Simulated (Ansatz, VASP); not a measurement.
**Two plane-wave programs on BN**

```
B N
1.0
     0.00000    1.74583    1.74583
     1.74583    0.00000    1.74583
     1.74583    1.74583    0.00000
B N
1 1
Cartesian
  0.0000 0.0000 0.0000
  1.7458 1.7458 1.7458
```

Alike in both runs: task single point; functional HSE06; k mesh 8 × 8 × 8; no spin polarisation.

```csv
,VASP,Ansatz
version,VASP 6.6.1,Ansatz 0.2.0
potentials or method,"VASP PAW PBE potentials, release 64 (B, N)","plane waves, PAW"
plane-wave cutoff (eV),520,420
occupations,"gaussian, width 0.01 eV",fixed
valence electrons in the cell,8,8
```

```tsv
	VASP	Ansatz	Ansatz less VASP
gap on the k mesh at the Fermi level (eV)	2.32	2.33	+0.010
pressure (GPa)	-8.1	-8.4	-0.27
```

Ansatz's warnings: stress exchange threshold loose, stress scf threshold loose.
